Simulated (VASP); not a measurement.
Set up this calculation in VASP 6.6.1, as the native input.

```yaml
Task: single point
Functional: PBE
Potentials_or_basis: VASP PAW PBE potentials, release 64 (Si, Ge_d)
Cutoff: 520 eV
k_mesh: 18 × 18 × 6
Occupations: gaussian, width 0.1 eV
Spin: no spin polarisation
Dipole_correction: no
Further_INCAR_settings: ALGO = Normal; EDIFF = 1e-06; NBANDS = 23
```

The structure of SiGe2 lies in POSCAR:

```
SiGe2
1.0
    2.8107209578      0.0000000000      0.0000000000
   -1.4053604789      2.4341557524      0.0000000000
    0.0000000000      0.0000000000      7.8675815321
Si Ge
1 2
Direct
    0.0000000000      0.0000000000      0.0000000000
    0.0000000000      0.0000000000      0.3280769895
    0.0000000000      0.0000000000      0.6719230105
```

These files were run (other wordings do the same):

INCAR

```
PREC = Accurate ; ENCUT = 520
EDIFF = 1E-6 ; ISMEAR = 0
SIGMA = 0.1 ; LREAL = F
LASPH = T ; NELM = 60
ALGO = Normal ; ISIF = 2
LWAVE = F ; LCHARG = F
GGA = PE ; NBANDS = 23
```

KPOINTS

```
regular mesh
0
Gamma
  18 18 6
```

Potentials or basis: VASP PAW PBE potentials, release 64 (Si, Ge_d).

Command:

```sh
$ cat potpaw_PBE.64/Si/POTCAR potpaw_PBE.64/Ge_d/POTCAR > POTCAR
$ mpirun -np 1 vasp_std > vasp.out
```

It gave:

| Property | Result |
| --- | --- |
| Pressure | 0.0 GPa |
| Band gap on the k mesh | zero (band 16 reaches 14.35 eV, above the bottom of band 17 at 4.75 eV) |

Wall time 2 min on 1 thread of Intel(R) Xeon(R) Platinum 8488C (Sapphire Rapids) (shared host), peak memory 0.29 GiB.
